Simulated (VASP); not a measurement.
Here is a VASP 6.6.1 calculation.

Contents of INCAR:

```
SYSTEM = WC
  ALGO = Normal
  EDIFF = 1E-8
  ENCUT = 520
  GGA = PE
  IBRION = 8
  ISIF = 2
  ISMEAR = -1
  LASPH = .TRUE.
  LCHARG = .TRUE.
  LREAL = .FALSE.
  LWAVE = .FALSE.
  NBANDS = 16
  NELM = 80
  NSW = 1
  PREC = Accurate
  SIGMA = 0.15
```

The input KPOINTS:

```
k-points
0
G
  18 18 14
  0 0 0
```

The input POSCAR:

```
WC
1.0
    2.9227909904      0.0000000000      0.0000000000
   -1.4613954952      2.5312112476      0.0000000000
    0.0000000000      0.0000000000      2.8458369296
W C
1 1
Direct
    0.0000000000      0.0000000000      0.0000000000
    0.6666666667      0.3333333333      0.5000000000
```

Potentials or basis: VASP PAW PBE potentials, release 64 (W_sv, C).

Command:

```bash
$ cat potpaw_PBE.64/W_sv/POTCAR potpaw_PBE.64/C/POTCAR > POTCAR
$ mpirun -np 1 vasp_std > vasp.out
```

(1) What does it give for the highest phonon frequency at Γ, LO-TO splitting left out?

Answers

(1) 605 cm⁻¹.

Caveat: the cell wasn't relaxed at this level first, which shifts response properties.
